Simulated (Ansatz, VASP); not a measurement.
## AlCo3: VASP beside Ansatz

```xyz
4
Lattice="3.6220 0.0000 0.0000 0.0000 3.6220 0.0000 0.0000 0.0000 3.6220" Properties=species:S:1:pos:R:3 pbc="T T T"
Al    0.0000    0.0000    0.0000
Co    1.8110    1.8110    0.0000
Co    1.8110    0.0000    1.8110
Co    0.0000    1.8110    1.8110
```

Alike in both runs: task single point; functional PBEsol; k mesh 12 × 12 × 12; occupations gaussian, width 0.1 eV; no spin polarisation.

|  | VASP | Ansatz |
| --- | --- | --- |
| version | VASP 6.6.1 | Ansatz 0.2.0 |
| potentials or method | VASP PAW PBE potentials, release 64 (Al, Co), cutoff 520 eV | scalar-relativistic, plane waves, PAW |
| valence electrons in the cell | 30 | 54 |

|  | VASP | Ansatz | Ansatz less VASP |
| --- | --- | --- | --- |
| gap on the k mesh at the Fermi level (eV) | none | none | - |
| pressure (GPa) | -19.7 | -19.7 | -0.02 |

VASP's potentials were made for PBE, not for PBEsol. A gap of «none» marks a metal or a gap that the smearing closes. VASP's potentials hold 30 valence electrons a cell and Ansatz's 54, so a difference there can come from the potentials and not from the codes.
